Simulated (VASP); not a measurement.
Set up this calculation in VASP 6.6.1, as the native input.

* Task: single point
* Functional: r2SCAN
* Potentials or basis: VASP PAW PBE potentials, release 64 (Os)
* Cutoff: 520 eV
* k mesh: 12 × 12 × 16
* Occupations: gaussian, width 0.1 eV
* Spin: no spin polarisation
* Dipole correction: no
* Further INCAR settings: ALGO = Normal; EDIFF = 1e-06; NBANDS = 10; ISYM = 0

Os:

```
Os
1.0
     2.82277    0.00000    0.00000
    -1.41139    2.44459    0.00000
     1.41139    0.81486    2.10623
Os
1
Cartesian
  0.0000 0.0000 0.0000
```

One way to write it, as run:

POSCAR

```
Os
1.0
    2.8227735407      0.0000000000      0.0000000000
   -1.4113867703      2.4445935954      0.0000000000
    1.4113867703      0.8148645318      2.1062316879
Os
1
Direct
    0.0000000000      0.0000000000      0.0000000000
```

INCAR.step1

```
SYSTEM = Os
PREC = Accurate
ENCUT = 520
ISMEAR = 0
SIGMA = 0.1
LREAL = .FALSE.
LASPH = .TRUE.
NELM = 60
NBANDS = 10
ISYM = 0
GGA = PE
ALGO = Normal
EDIFF = 1E-4
LWAVE = .TRUE.
LCHARG = .FALSE.
```

INCAR.step2

```
SYSTEM = Os
PREC = Accurate
ENCUT = 520
EDIFF = 1E-6
ISMEAR = 0
SIGMA = 0.1
LREAL = .FALSE.
LASPH = .TRUE.
NELM = 60
ALGO = Normal
ISIF = 2
LWAVE = .FALSE.
LCHARG = .TRUE.
METAGGA = R2SCAN
LMIXTAU = .TRUE.
LELF = .TRUE.
LVHAR = .TRUE.
NBANDS = 10
ISYM = 0
ISTART = 1
```

KPOINTS

```
regular mesh
0
G
  12 12 16
  0 0 0
```

Potentials or basis: VASP PAW PBE potentials, release 64 (Os).

Command:

```bash
$ cat potpaw_PBE.64/Os/POTCAR > POTCAR
$ cp INCAR.step1 INCAR
$ mpirun -np 1 vasp_std > vasp.out
$ cp INCAR.step2 INCAR
$ mpirun -np 1 vasp_std > vasp.out
```

It gave:

```
Pressure               : -7.9 GPa
Band gap on the k mesh : zero (bands 4 and 5 overlap by 4.09 eV)
```

Caveat: the cell stands under tension; the PAW data sets were made with another functional, which shifts forces and pressure a little; spin-orbit coupling is left out, which moves the levels of the heavy elements.

Run time: 2.6 min on 1 thread of Intel(R) Xeon(R) 6975P-C (Granite Rapids), with other jobs on the host, peak memory 0.29 GiB.
